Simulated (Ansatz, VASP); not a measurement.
# Two plane-wave programs on SrCl2

```
Sr Cl
1.0
     0.00000    3.44108    3.38636
     3.44108    0.00000    3.38636
     3.44108    3.44108    0.00000
Sr Cl
1 2
Direct
  0.00000 0.00000 0.00000
  0.25000 0.25000 0.25000
  0.75000 0.75000 0.75000
```

Alike in both runs: task single point; functional PBE; k mesh 6 × 6 × 6; occupations gaussian, width 0.05 eV; no spin polarisation.

|  | VASP | Ansatz |
| --- | --- | --- |
| version | VASP 6.6.1 | Ansatz 0.2.0 |
| potentials or method | VASP PAW PBE potentials, release 64 (Sr_sv, Cl), cutoff 520 eV | scalar-relativistic, plane waves, PAW |
| valence electrons in the cell | 24 | 24 |

|  | VASP | Ansatz | Ansatz less VASP |
| --- | --- | --- | --- |
| gap on the k mesh at the Fermi level (eV) | 5.40 | 5.40 | +0.003 |
| least direct gap on the mesh (eV) | 5.40 | 5.41 | +0.003 |
| pressure (GPa) | 3.6 | 3.4 | -0.12 |
| traceless stress, the component that is largest in VASP (GPa) | 0.60 | 0.61 | +0.004 |

With one functional, cell and mesh, what is left measures potentials, basis and numerics.
